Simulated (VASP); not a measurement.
Input of a VASP 6.6.1 run:

Contents of POSCAR:

```
MgO
1.0
    0.0000000000      2.1245966808      2.1245966808
    2.1245966808      0.0000000000      2.1245966808
    2.1245966808      2.1245966808      0.0000000000
Mg O
1 1
Direct
    0.0000000000      0.0000000000      0.0000000000
    0.5000000000      0.5000000000      0.5000000000
```

Contents of INCAR.step1:

```
ALGO = Normal
EDIFF = 1E-5
ENCUT = 750
GGA = PE
GGA_COMPAT = False
ISMEAR = -1
LASPH = True
LCHARG = False
LREAL = False
LWAVE = True
NBANDS = 15
NELM = 120
PREC = Accurate
SIGMA = 0.05
```

Contents of INCAR.step2:

```
ALGO = Normal
EDIFF = 1E-6
ENCUT = 750
GGA_COMPAT = False
ISIF = 2
ISMEAR = -1
ISTART = 1
LASPH = True
LCHARG = True
LELF = True
LMIXTAU = True
LREAL = False
LVHAR = True
LWAVE = False
METAGGA = R2SCAN
NBANDS = 15
NELM = 120
PREC = Accurate
SIGMA = 0.05
```

Contents of KPOINTS:

```
k-points
0
Gamma
  11 11 11
```

Potentials or basis: VASP PAW PBE potentials, release 64 (Mg_sv, O).

Run with:

```bash
$ cat potpaw_PBE.64/Mg_sv/POTCAR potpaw_PBE.64/O/POTCAR > POTCAR
$ cp INCAR.step1 INCAR
$ mpirun -np 1 vasp_std > vasp.out
$ cp INCAR.step2 INCAR
$ mpirun -np 1 vasp_std > vasp.out
```

Task: Estimate the pressure.

Result: -4.9 GPa.

Task: Estimate the band gap on the k mesh.

Result: 5.39 eV.

Caveat: the cell stands under tension; the PAW data sets were made with another functional, which shifts forces and pressure a little.
